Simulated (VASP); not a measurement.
Input of a VASP 6.6.1 run:

The input INCAR:

```
SYSTEM = CoSi8Ni3
PREC = Accurate ; ENCUT = 520
EDIFF = 1E-6 ; ISMEAR = 0
SIGMA = 0.1 ; LREAL = .FALSE.
LASPH = .TRUE. ; NELM = 80
ALGO = Normal ; ISIF = 2
LWAVE = .FALSE. ; LCHARG = .FALSE.
GGA = PE ; NBANDS = 48
```

Contents of KPOINTS:

```
regular mesh
0
G
  4 4 4
  0 0 0
```

The input POSCAR:

```
CoSi8Ni3
1.0
    5.4096442000      0.0000000000      0.0000000000
    0.0000000000      5.4096442000      0.0000000000
    0.0000000000      0.0000000000      5.4096442000
Co Si Ni
1 8 3
Direct
    0.5000000000      0.5000000000      0.5000000000
    0.7480230000      0.2519770000      0.2519770000
    0.2519770000      0.2519770000      0.7480230000
    0.7480230000      0.7480230000      0.7480230000
    0.2519770000      0.7480230000      0.2519770000
    0.2519770000      0.7480230000      0.7480230000
    0.7480230000      0.7480230000      0.2519770000
    0.2519770000      0.2519770000      0.2519770000
    0.7480230000      0.2519770000      0.7480230000
    0.5000000000      0.0000000000      0.0000000000
    0.0000000000      0.0000000000      0.5000000000
    0.0000000000      0.5000000000      0.0000000000
```

Potentials or basis: VASP PAW PBE potentials, release 64 (Co, Si, Ni).

Run with:

```bash
$ cat potpaw_PBE.64/Co/POTCAR potpaw_PBE.64/Si/POTCAR potpaw_PBE.64/Ni/POTCAR > POTCAR
$ mpirun -np 1 vasp_std > vasp.out
```

Task: Estimate the pressure.

Result: 0.3 GPa.

Task: Predict the largest force.

Result: 0.008 eV/Å.

Forces in eV/Å, atoms in the order of the input:
```
Co   0.000  0.000  0.000
Si   0.005 -0.005 -0.005
Si  -0.005 -0.005  0.005
Si   0.005  0.005  0.005
Si  -0.005  0.005 -0.005
Si  -0.005  0.005  0.005
Si   0.005  0.005 -0.005
Si  -0.005 -0.005 -0.005
Si   0.005 -0.005  0.005
Ni   0.000  0.000  0.000
Ni   0.000  0.000  0.000
Ni   0.000  0.000  0.000
```

Caveat: the run has no spin polarisation, though such a crystal can be magnetic. Spin polarisation is off, so any magnetic state and its effect on volume and gap are missing.
